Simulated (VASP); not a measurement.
# SrTiO3: single point with PBEsol

The system is SrTiO3.

```
CELL_PARAMETERS angstrom
3.89111 0.00000 0.00000
0.00000 3.89111 0.00000
0.00000 0.00000 3.89111
ATOMIC_POSITIONS crystal
Sr 0.00000 0.00000 0.00000
Ti 0.50000 0.50000 0.50000
O 0.50000 0.50000 0.00000
O 0.50000 0.00000 0.50000
O 0.00000 0.50000 0.50000
```

- Program: VASP 6.6.1
- Task: single point
- Functional: PBEsol
- Potentials or basis: VASP PAW PBE potentials, release 64 (Sr_sv, Ti_sv, O)
- Cutoff: 520 eV
- k mesh: 6 × 6 × 6
- Occupations: fermi-dirac, width 0.03 eV
- Spin: no spin polarisation

```
Pressure               : 0.7 GPa
Band gap on the k mesh : 1.82 eV (least direct gap 2.17 eV)
```

Levels at points of the mesh, in eV from the valence-band top:
```
           k point  band 16  band 17  band 18  band 19  band 20  band 21  band 22  band 23  band 24  band 25
(0.00, 0.00, 0.00)    -1.21    -1.21    -0.35    -0.35    -0.35     1.82     1.82     1.82     4.41     4.41
(0.50, 0.00, 0.00)    -2.42    -2.42    -2.07    -0.74    -0.74     2.00     3.83     3.83     4.43     6.66
(0.50, 0.50, 0.00)    -2.95    -1.74    -1.60    -1.60    -0.10     3.84     3.84     4.29     5.41     7.90
(0.50, 0.50, 0.50)    -3.81    -3.81     0.00     0.00     0.00     4.53     4.53     4.53     6.90     6.90
```

Run time: 60 s on 1 thread of Intel Xeon 8259CL, with other jobs on the host, peak memory 0.19 GiB.

Caveat: the PAW data sets were made with another functional, which shifts forces and pressure a little. A k mesh can miss the band edges.
